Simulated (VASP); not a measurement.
Ag, 1 atom in the cell. The structure is tetragonal, space group I4/mmm (No. 139). The conventional cell has a = 2.456 Å, b = 2.456 Å, c = 4.086 Å, α = 90.00°, β = 90.00°, γ = 90.00°. Ag (site symmetry 4/mmm) has 12 Ag at 2.46 to 2.68 Å within 3.2 Å.  This cell differs from its parent crystal: strain -0.1500 x Voigt [1, 1, 0, 0, 0, 0].

* Program: VASP 6.6.1
* Task: single point
* Functional: PBEsol
* Potentials or basis: VASP PAW PBE potentials, release 64 (Ag)
* Cutoff: 520 eV
* k mesh: 20 × 20 × 20
* Occupations: gaussian, width 0.15 eV
* Spin: no spin polarisation
* Dipole correction: no
* Further INCAR settings: ALGO = Fast; EDIFF = 1e-06; NBANDS = 12

Potentials or basis: VASP PAW PBE potentials, release 64 (Ag).

Command:

```console
$ cat potpaw_PBE.64/Ag/POTCAR > POTCAR
$ mpirun -np 1 vasp_std > vasp.out
```

Hardware: 1 thread of Intel(R) Xeon(R) Platinum 8559C (Emerald Rapids), with other jobs on the host.

How long does it take, and how much memory?

Wall time 52 s on 1 thread of Intel(R) Xeon(R) Platinum 8559C (Emerald Rapids), with other jobs on the host, peak memory 0.2 GiB. Counts: scf iterations 12, k points 641.
